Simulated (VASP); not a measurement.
Write the native input for VASP 6.6.1 that does the following.

| Item | Value |
| --- | --- |
| Task | relaxation of cell and atoms |
| Functional | LDA |
| Potentials or basis | VASP PAW LDA potentials, release 64 (C) |
| Cutoff | 600 eV |
| k mesh | 10 × 10 × 10 |
| Occupations | gaussian, width 0.01 eV |
| Spin | no spin polarisation |
| Target pressure | 4 GPa |
| Dipole correction | no |
| Further INCAR settings | ALGO = Normal; EDIFF = 1e-06; IBRION = 2; EDIFFG = -0.002; NSW = 100; ISIF = 3 |

The structure of C lies in POSCAR:

```
C
1.0
    0.0000000000      1.7658696213      1.7658696213
    1.7658696213      0.0000000000      1.7658696213
    1.7658696213      1.7658696213      0.0000000000
C
2
Direct
    0.5000000000      0.5000000000      0.5000000000
    0.7500000000      0.7500000000      0.7500000000
```

These files were run (other wordings do the same):

INCAR

```
  ALGO = Normal
  EDIFF = 1E-6
  EDIFFG = -0.002
  ENCUT = 600
  IBRION = 2
  ISIF = 3
  ISMEAR = 0
  LASPH = T
  LCHARG = F
  LREAL = F
  LWAVE = F
  NELM = 80
  NSW = 100
  PREC = Accurate
  PSTRESS = 40.0
  SIGMA = 0.01
```

KPOINTS

```
k-points
0
Gamma
  10 10 10
```

Potentials or basis: VASP PAW LDA potentials, release 64 (C).

Command:

```console
$ cat potpaw_LDA.64/C/POTCAR > POTCAR
$ mpirun -np 1 vasp_std > vasp.out
```

It gave:

* Relaxed volume: 5.47 Å³/atom
* Relaxed cell: a = 2.492 Å, b = 2.492 Å, c = 2.492 Å, α = 60.00°, β = 60.00°, γ = 60.00°
* Space group after relaxing (to 0.05 Å): Fd-3m (No. 227)
* Energy change on relaxing (the enthalpy is what falls): +0.5 meV/atom
* Ionic steps: 3
* Pressure after relaxing: 4.0 GPa
* Band gap on the k mesh: 4.22 eV, indirect (least direct gap 5.64 eV)

Caveat: the cell is relaxed towards a set pressure, so the enthalpy falls and the energy may rise.

It took 7.1 s on 1 thread of Intel(R) Xeon(R) Platinum 8259CL CPU @ 2.50GHz (Skylake/Cascade Lake), on a shared host, peak memory 0.11 GiB.
